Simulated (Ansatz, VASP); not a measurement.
**TiO2: VASP beside Ansatz**

```
Ti O
1.0
     4.59984    0.00000    0.00000
     0.00000    4.59984    0.00000
     0.00000    0.00000    2.95921
Ti O
2 4
Direct
  0.00000 0.00000 0.50000
  0.50000 0.50000 0.00000
  0.30432 0.30432 0.50000
  0.19568 0.80432 0.00000
  0.80432 0.19568 0.00000
  0.69568 0.69568 0.50000
```

Alike in both runs: task relaxation of cell and atoms; functional PBEsol; k mesh 6 × 6 × 9; occupations fermi-dirac, width 0.05 eV; no spin polarisation; Hubbard terms Ti d U = 4.0 eV.

|  | VASP | Ansatz |
| --- | --- | --- |
| version | VASP 6.6.1 | Ansatz 0.2.0 |
| potentials or method | VASP PAW PBE potentials, release 64 (Ti_sv, O) | Ansatz PAW |
| plane-wave cutoff (eV) | 600 | 420 |
| valence electrons in the cell | 48 | 48 |

|  | VASP | Ansatz | Ansatz less VASP |
| --- | --- | --- | --- |
| gap on the k mesh at the Fermi level, each at its own relaxed structure (eV) | 2.27 | 2.29 | +0.018 |
| relaxed volume (Å³/atom) | 10.65 | 10.47 | -0.180 |
| relaxed length of the cell vector where the two differ most in proportion (Å) | 4.619 | 4.591 | -0.0287 |

VASP's potentials were made for PBE, not for PBEsol. The programs project onto different local orbitals, so the same U acts differently, and such runs can settle in different states.

Noted on Ansatz's run: odd divisions of the mesh miss points on the zone boundary, where band edges often lie, so the gap on the mesh can be too wide; the plane-wave basis is chosen anew once the cell has moved, so the energies of steps on either side of that aren't comparable.
